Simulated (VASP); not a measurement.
SrTiO3: single point with r2SCAN+U

The system is SrTiO3.

```xyz
5
Lattice="3.9177 0.0000 0.0000 0.0000 3.9177 0.0000 0.0588 0.0000 3.9177" Properties=species:S:1:pos:R:3 pbc="T T T"
Sr    0.0000    0.0000    0.0000
Ti    1.9882    1.9589    1.9589
O     1.9882    0.0000    1.9589
O     1.9589    1.9589    0.0000
O     0.0294    1.9589    1.9589
```

| Property | Result |
| --- | --- |
| Program | VASP 6.6.1 |
| Task | single point |
| Functional | r2SCAN |
| Potentials or basis | VASP PAW PBE potentials, release 64 (Sr_sv, Ti_sv, O) |
| Cutoff | 520 eV |
| k mesh | 6 × 6 × 6 |
| Occupations | gaussian, width 0.02 eV |
| Spin | no spin polarisation |
| Hubbard terms | Ti d U = 4.0 eV |

```json
{
 "Pressure": "3.2 GPa",
 "Band gap on the k mesh": "2.80 eV, indirect (least direct gap 3.21 eV)"
}
```

Stress tensor (GPa, compression positive):
```
 3.19  0.00 -1.82
 0.00  3.20  0.00
-1.82  0.00  3.21
```

Levels at points of the mesh, in eV from the valence-band top:
```tsv
k point	band 16	band 17	band 18	band 19	band 20	band 21	band 22	band 23	band 24	band 25
(0.00, 0.00, 0.00)	-1.22	-1.19	-0.49	-0.46	-0.41	2.80	2.82	2.86	4.58	4.58
(0.50, 0.00, 0.00)	-2.25	-2.25	-2.01	-0.85	-0.85	3.02	4.59	4.66	4.66	6.80
(0.00, 0.50, 0.00)	-2.26	-2.24	-2.00	-0.92	-0.77	3.02	4.59	4.65	4.67	6.80
(0.50, 0.50, 0.00)	-2.74	-1.96	-1.63	-1.63	-0.10	4.67	4.67	5.17	5.56	8.48
(0.00, 0.00, 0.50)	-2.25	-2.25	-2.01	-0.85	-0.85	3.02	4.59	4.66	4.66	6.80
(0.50, 0.00, 0.50)	-2.72	-1.96	-1.64	-1.62	-0.10	4.65	4.70	5.17	5.56	8.48
(0.00, 0.50, 0.50)	-2.74	-1.96	-1.63	-1.63	-0.10	4.67	4.67	5.17	5.56	8.48
(0.50, 0.50, 0.50)	-3.68	-3.65	-0.02	-0.01	0.00	5.36	5.38	5.39	7.48	7.53
```

Eigenvalues of the final occupation matrices:
| site | spin | trace | eigenvalues |
| --- | --- | --- | --- |
| site 2 d | 1 | 0.78 | 0.09 0.09 0.09 0.25 0.25 |
| site 2 d | 2 | 0.78 | 0.09 0.09 0.09 0.25 0.25 |

It took 10 min on 1 thread of Oxide Virtual Turin-like Processor, with other jobs on the host, peak memory 0.24 GiB.

Caveat: the PAW data sets were made with another functional, which shifts forces and pressure a little. A k mesh can miss the band edges.
